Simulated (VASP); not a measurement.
A run of VASP 6.6.1 is set up as follows.

File INCAR:

```
SYSTEM = Ta
PREC = Accurate
ENCUT = 520
EDIFF = 1E-6
ISMEAR = -1
SIGMA = 0.15
LREAL = .False.
LASPH = .True.
NELM = 100
ALGO = Normal
ISIF = 2
LWAVE = .False.
LCHARG = .True.
GGA = PE
LELF = .True.
LVHAR = .True.
NBANDS = 12
```

The input KPOINTS:

```
Automatic mesh
0
Gamma
  10 10 10
  0 0 0
```

The input POSCAR:

```
Ta
1.0
   -1.6289626696      1.6289626696      1.6289626696
    1.6289626696     -1.6289626696      1.6289626696
    1.6289626696      1.6289626696     -1.6289626696
Ta
1
Direct
    0.0000000000      0.0000000000      0.0000000000
```

Potentials or basis: VASP PAW PBE potentials, release 64 (Ta_pv).

Command:

```console
$ cat potpaw_PBE.64/Ta_pv/POTCAR > POTCAR
$ mpirun -np 1 vasp_std > vasp.out
```

**Question.** Predict the pressure.

**Answer.** 13.7 GPa.
